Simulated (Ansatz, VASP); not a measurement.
CsGd2 in VASP and in Ansatz

File INCAR:

```
SYSTEM = CsGd2
  PREC = Accurate
  ENCUT = 520
  EDIFF = 1E-6
  ISMEAR = 0
  SIGMA = 0.1
  LREAL = .False.
  LASPH = .True.
  NELM = 150
  ALGO = Fast
  ISIF = 2
  LWAVE = .False.
  LCHARG = .False.
  ISPIN = 2
  MAGMOM = 0 7 7
  LORBIT = 11
  LMAXMIX = 6
  GGA = PE
  NBANDS = 34
```

Contents of KPOINTS:

```
regular mesh
0
Gamma
  6 6 4
  0 0 0
```

The input POSCAR:

```
CsGd2
1.0
    5.5491135500      0.0000000000      0.0000000000
   -2.7745567800      4.8056733100      0.0000000000
    0.0000000000      0.0000000000      3.9030479900
Cs Gd
1 2
Direct
    0.0000000000      0.0000000000      0.0000000000
    0.3333333300      0.6666666700      0.5000000000
    0.6666666700      0.3333333300      0.5000000000
```

Input for Ansatz:

```yaml
crystal:
  lattice:
    - [5.54911355, 0.0, 0.0]
    - [-2.77455678, 4.80567331, 0.0]
    - [0.0, 0.0, 3.90304799]
  atoms:
    - { symbol: Cs, position: [0.0, 0.0, 0.0] }
    - { symbol: Gd, position: [0.33333333, 0.66666667, 0.5], spin: 7.0 }
    - { symbol: Gd, position: [0.66666667, 0.33333333, 0.5], spin: 7.0 }
basis:
  ecutwfc: 420
kpoints:
  mp_grid: { grid: [6, 6, 4] }
hamiltonian:
  xc: pbe
scf:
  occupations: { method: gaussian, width: 0.1 }
  lower_state_search: "off"
output:
  forces: true
  stress: true
  eigenvalues: true
  populations: true
magnetization:
  spin_polarized: true
```

Change from the starting cell: species swapped into the TbCd2 type (P6/mmm, No. 191).

Alike in both runs: task single point; functional PBE; k mesh 6 × 6 × 4; occupations gaussian, width 0.1 eV; collinear spin.

|  | VASP | Ansatz |
| --- | --- | --- |
| version | VASP 6.6.1 | Ansatz 0.2.0 |
| potentials or method | VASP PAW PBE potentials, release 64 (Cs_sv, Gd), cutoff 520 eV | scalar-relativistic, plane waves, PAW |
| valence electrons in the cell | 45 | 45 |

Ansatz gave:

* gap on the k mesh at the Fermi level (eV): none
* pressure (GPa): 5.2
* traceless stress, the component that is largest in VASP (GPa): -6.54
* net moment per atom (μB): 5.26
* size of the moment on the site where the two differ most (μB): 7.36

Q: What did VASP give for the same quantities?

A: gap on the k mesh at the Fermi level (eV): none; pressure (GPa): 5.2; traceless stress, the component that is largest in VASP (GPa): -6.60; net moment per atom (μB): 5.26; size of the moment on the site where the two differ most (μB): 7.08.

Site moments also hang on the region over which each program counts them. A gap of «none» marks a metal or a gap that the smearing closes. With one functional, cell and mesh, what is left measures potentials, basis and numerics.

The k mesh is coarse, so the values compare programs but aren't converged. Neither program's run includes spin-orbit coupling.
